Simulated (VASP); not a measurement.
# TeO4 (P6/mmm) in VASP: notebook, part 2 of 3

VASP 6.6.1.

## Step 3: Single point, PBE

This run uses another cell than the first one, of 12.58 Å³/atom.

The input, INCAR:

```
SYSTEM = TeO4
ALGO = Normal
EDIFF = 1E-6
ENCUT = 600
GGA = PE
GGA_COMPAT = .FALSE.
ISIF = 2
ISMEAR = 0
LASPH = .TRUE.
LCHARG = .FALSE.
LREAL = .FALSE.
LWAVE = .FALSE.
NBANDS = 23
NELM = 120
PREC = Accurate
SIGMA = 0.2
```

The input, KPOINTS:

```
k-points
0
G
  4 4 4
  0 0 0
```

The input, POSCAR:

```
TeO4
1.0
    4.3238853331      0.0000000000      0.0000000000
   -2.1619426666      3.7445945416      0.0000000000
    0.0000000000      0.0000000000      3.8842393662
Te O
1 4
Direct
    0.0000000000      0.0000000000      0.0000000000
    0.5000000000      0.0000000000      0.0000000000
    0.0000000000      0.5000000000      0.0000000000
    0.5000000000      0.5000000000      0.0000000000
    0.0000000000      0.0000000000      0.5000000000
```

Potentials or basis: VASP PAW PBE potentials, release 64 (Te, O).

The run is started by

```sh
$ cat potpaw_PBE.64/Te/POTCAR potpaw_PBE.64/O/POTCAR > POTCAR
$ mpirun -np 1 vasp_std > vasp.out
```

OUTCAR:

```text
SYSTEM = TeO4
   EDIFF = 1E-6
   ENCUT = 600
   GGA = PE
   ISIF = 2
   ISMEAR = 0
   LASPH = .TRUE.
   LREAL = .FALSE.
   NELM = 120
   PREC = Accurate

 ion  position               nearest neighbor table
   1  0.000  0.000  0.000-   5 1.94   5 1.94   2 2.16   2 2.16   4 2.16   4 2.16   3 2.16   3 2.16

   2  0.500  0.000  0.000-   1 2.16   1 2.16
   3  0.000  0.500  0.000-   1 2.16   1 2.16
   4  0.500  0.500  0.000-   1 2.16   1 2.16
   5  0.000  0.000  0.500-   1 1.94   1 1.94

  LATTYP: Found a hexagonal cell.
 ALAT       =     4.3238853331
 C/A-ratio  =     0.8983215481

  Lattice vectors:

 A1 = (   4.3238853331,   0.0000000000,   0.0000000000)
 A2 = (  -2.1619426666,   3.7445945416,   0.0000000000)
 A3 = (   0.0000000000,   0.0000000000,   3.8842393662)

Analysis of symmetry for initial positions (statically):
=====================================================================
 Subroutine PRICEL returns:
 Original cell was already a primitive cell.

 Routine SETGRP: Setting up the symmetry group for a
 hexagonal supercell.

 Subroutine GETGRP returns: Found 24 space group operations
 (whereof 24 operations were pure point group operations)
 out of a pool of 24 trial point group operations.

The static configuration has the point symmetry D_6h.

Analysis of symmetry for dynamics (positions and initial velocities):
=====================================================================
 Subroutine PRICEL returns:
 Original cell was already a primitive cell.

 Routine SETGRP: Setting up the symmetry group for a
 hexagonal supercell.

 Subroutine GETGRP returns: Found 24 space group operations
 (whereof 24 operations were pure point group operations)
 out of a pool of 24 trial point group operations.

The dynamic configuration has the point symmetry D_6h.

 Subroutine INISYM returns: Found 24 space group operations
 (whereof 24 operations are pure point group operations),
 and found     1 'primitive' translations

----------------------------------------------------------------------------------------

                                     Primitive cell

  volume of cell :      62.8905

  direct lattice vectors                    reciprocal lattice vectors
     4.323885333  0.000000000  0.000000000     0.231273478  0.133525805  0.000000000
    -2.161942667  3.744594542  0.000000000     0.000000000  0.267051610  0.000000000
     0.000000000  0.000000000  3.884239366     0.000000000  0.000000000  0.257450663

  length of vectors
     4.323885333  4.323885333  3.884239366     0.267051610  0.267051610  0.257450663

  position of ions in fractional coordinates (direct lattice)
     0.000000000  0.000000000  0.000000000
     0.500000000  0.000000000  0.000000000
     1.000000000  0.500000000  0.000000000
     0.500000000  0.500000000  0.000000000
     0.000000000  0.000000000  0.500000000

  ion indices of the primitive-cell ions
   primitive index   ion index
                 1           1
                 2           2
                 3           3
                 4           4
                 5           5

[... 23 lines left out ...]

 Found     12 irreducible k-points:

 Following reciprocal coordinates:
            Coordinates               Weight
  0.000000  0.000000  0.000000      1.000000
  0.250000  0.000000  0.000000      6.000000
  0.500000  0.000000  0.000000      3.000000
  0.250000  0.250000  0.000000      6.000000
  0.000000  0.000000  0.250000      2.000000
  0.250000  0.000000  0.250000     12.000000
  0.500000  0.000000  0.250000      6.000000
  0.250000  0.250000  0.250000     12.000000
  0.000000  0.000000  0.500000      1.000000
  0.250000  0.000000  0.500000      6.000000
  0.500000  0.000000  0.500000      3.000000
  0.250000  0.250000  0.500000      6.000000
   k-points           NKPTS =     12   k-points in BZ     NKDIM =     12   number of bands    NBANDS=     23
   number of dos      NEDOS =    301   number of ions     NIONS =      5
   total plane-waves  NPLWV =  41472
   dimension x,y,z NGX =    36 NGY =   36 NGZ =   32
   dimension x,y,z NGXF=    72 NGYF=   72 NGZF=   64
   ions per type =               1   4
   NGX,Y,Z   is equivalent  to a cutoff of  13.84, 13.84, 13.70 a.u.
   NGXF,Y,Z  is equivalent  to a cutoff of  27.68, 27.68, 27.39 a.u.
 SYSTEM =  TeO4
   PREC   = accura    normal or accurate (medium, high low for compatibility)
   ISTART =      0    job   : 0-new  1-cont  2-samecut
   ICHARG =      2    charge: 1-file 2-atom 10-const
   ISPIN  =      1    spin polarized calculation?
   LNONCOLLINEAR =      F non collinear calculations
   LSORBIT =      F    spin-orbit coupling
   LASPH  =      T    aspherical Exc in radial PAW
   ENCUT  =  600.0 eV  44.10 Ry    6.64 a.u.   8.64  8.64  7.76*2*pi/ulx,y,z
   NELM   =    120;   NELMIN=  2; NELMDL= -5     # of ELM steps
   EDIFF  = 0.1E-05   stopping-criterion for ELM
   LREAL  =      F    real-space projection
   EDIFFG = 0.1E-04   stopping-criterion for IOM
   NSW    =      0    number of steps for IOM
   IBRION =     -1    ionic relax: 0-MD 1-quasi-New 2-CG
   NFREE  =      0    steps in history (QN), initial steepest desc. (CG)
   ISIF   =      2    stress and relaxation
   ISYM   =      2    0-nonsym 1-usesym 2-fastsym
   POTIM  = 0.5000    time-step for ionic-motion
   TEBEG  =    0.0;   TEEND  =   0.0 temperature during run
   PSTRESS=    0.0 pullay stress
   NELECT =      30.0000    total number of electrons
   NUPDOWN=      -1.0000    fix difference up-down
   EMIN   =  10.00;   EMAX   =-10.00  energy-range for DOS
   EFERMI =   0.00;   METHOD = LEGACY
   ISMEAR =     0;   SIGMA  =   0.20  broadening in eV -4-tet -1-fermi 0-gaus
   EFERMI_NEDOS =   21; number of points for ismear=-14 and -15
   IALGO  =     38    algorithm
   IMIX   =      4    mixing-type and parameters
     AMIX     =   0.40;   BMIX     =  1.00
     AMIX_MAG =   1.60;   BMIX_MAG =  1.00
  volume/ion in A,a.u.               =      12.58        84.88
  Fermi-wavevector in a.u.,A,eV,Ry     =   1.279146  2.417236 22.262065  1.636216
  Thomas-Fermi vector in A             =   2.411649
   LORBIT       =      0    0 simple, 1 ext, 2 COOP (PROOUT), +10 PAW based schemes
   GGA     = PE    functional components
   LHFCALC =     F    Hartree Fock is set to
   AEXX    =    0.0000 exact exchange contribution
   IVDW    =     0    specifies the selected vdW correction
   LEPSILON=     F    determine dielectric tensor
   LRPA    =     F    only Hartree local field effects (RPA)
 non-spin polarized calculation
 Gauss-broadening in eV      SIGMA  =   0.20
  energy-cutoff  :      600.00
  volume of cell :       62.89
 maximum number of plane-waves:      2116
 NGX is ok and might be reduce to    36
   NGX = 17   NGY = 17   NGZ = 15

 number of electron      29.9999992 magnetization

 Free energy of the ion-electron system (eV)
  ---------------------------------------------------
  ext. energy  EPLUGINS =         0.00000000
  ---------------------------------------------------
  free energy    TOTEN  =       -21.98153697 eV

  energy without entropy =      -21.95095333  energy(sigma->0) =      -21.96624515

 E-fermi :   3.4490     XC(G=0): -10.0151

 val. band max:        3.3815341045   @ k =   0.2500   0.0000   0.5000
 cond. band min:       3.5892908797   @ k =   0.2500   0.0000   0.0000
 fundamental gap:      0.2077567751
 Fermi energy:         3.4489712042

 k-point     1 :       0.0000    0.0000    0.0000
  band No.  band energies     occupation
      1     -17.5689      2.00000
      2     -14.2053      2.00000
      3     -12.9681      2.00000
      4     -12.9681      2.00000
      5      -4.9354      2.00000
      6      -4.9354      2.00000
[... 301 lines left out ...]
     22      15.4978      0.00000
     23      17.6601      0.00000

------------------------ aborting loop because EDIFF is reached ----------------------------------------

  FORCE on cell =-STRESS in cart. coord.  units (eV):
  Direction    XX          YY          ZZ          XY          YZ          ZX
  --------------------------------------------------------------------------------------
  -------------------------------------------------------------------------------------
  Total       -0.4161043     -0.4161043     -0.2630444      0.0000000      0.0000000      0.0000000
  in kB      -10.6005366    -10.6005366     -6.7012314      0.0000000      0.0000000      0.0000000
  external PRESSURE =      -9.3007682 kB  Pullay stress =       0.0000000 kB

 VOLUME and BASIS-vectors are now :
 -----------------------------------------------------------------------------
  energy-cutoff  :      600.00
  volume of cell :       62.89
      direct lattice vectors                 reciprocal lattice vectors
     4.323885333  0.000000000  0.000000000     0.231273478  0.133525805  0.000000000
    -2.161942667  3.744594542  0.000000000     0.000000000  0.267051610  0.000000000
     0.000000000  0.000000000  3.884239366     0.000000000  0.000000000  0.257450663

 POSITION                                       TOTAL-FORCE (eV/Angst)
 -----------------------------------------------------------------------------------
      0.00000      0.00000      0.00000        -0.000000      0.000000      0.000000
      2.16194      0.00000      0.00000         0.000000      0.000000      0.000000
     -1.08097      1.87230      0.00000        -0.000000      0.000000      0.000000
      1.08097      1.87230      0.00000        -0.000000      0.000000      0.000000
      0.00000      0.00000      1.94212        -0.000000      0.000000      0.000000
 -----------------------------------------------------------------------------------
    total drift:                                0.000000      0.000000     -0.000000

  FREE ENERGIE OF THE ION-ELECTRON SYSTEM (eV)
  ---------------------------------------------------
  free  energy   TOTEN  =       -21.9815369736 eV

  energy  without entropy=      -21.9509533280  energy(sigma->0) =      -21.96624515
```

OSZICAR:

```text
N       E                     dE             d eps       ncg     rms          rms(c)
DAV:   1     0.188134588559E+03    0.18813E+03   -0.16807E+04   552   0.135E+03
DAV:   2    -0.153943058241E+02   -0.20353E+03   -0.19398E+03   738   0.290E+02
DAV:   3    -0.260510660165E+02   -0.10657E+02   -0.10516E+02   692   0.666E+01
DAV:   4    -0.261487637067E+02   -0.97698E-01   -0.97675E-01   608   0.727E+00
DAV:   5    -0.261498235781E+02   -0.10599E-02   -0.10599E-02   678   0.748E-01    0.200E+01
DAV:   6    -0.221631181864E+02    0.39867E+01   -0.99717E+00   573   0.213E+01    0.119E+01
DAV:   7    -0.220407652317E+02    0.12235E+00   -0.74135E-01   650   0.519E+00    0.132E+01
DAV:   8    -0.220196751449E+02    0.21090E-01   -0.15239E-02   629   0.822E-01    0.117E+01
DAV:   9    -0.219846462360E+02    0.35029E-01   -0.86191E-02   622   0.227E+00    0.463E-01
DAV:  10    -0.219815145330E+02    0.31317E-02   -0.76418E-03   631   0.796E-01    0.688E-01
DAV:  11    -0.219815283709E+02   -0.13838E-04   -0.21219E-03   622   0.332E-01    0.171E-01
DAV:  12    -0.219815293028E+02   -0.93186E-06   -0.10830E-04   615   0.843E-02    0.110E-01
DAV:  13    -0.219815374844E+02   -0.81816E-05   -0.26496E-05   601   0.481E-02    0.847E-02
DAV:  14    -0.219815369736E+02    0.51075E-06   -0.33055E-06   622   0.128E-02
   1 F= -.21981537E+02 E0= -.21966245E+02  d E =-.305836E-01
```

Run time: 31 s. Hardware: 1 thread of Intel Xeon 8259CL, shared host; peak memory 0.2 GiB.

What came out:

```yaml
Free_energy: -21.9815 eV
Pressure: -0.9 GPa
Band_gap_on_the_k_mesh: zero (bands 15 and 16 overlap by 0.66 eV)
```

Stress tensor (GPa, compression positive):
```
-1.06  0.00  0.00
 0.00 -1.06  0.00
 0.00  0.00 -0.67
```

Caveat: the k points lie up to 0.42 Å⁻¹ apart, too coarse for converged energies and pressures of a metal; spin-orbit coupling is left out, which moves the levels of the heavy elements.

[end of part 2 of 3]

The gap in the log of VASP goes by the Fermi energy; the results here count the filled bands.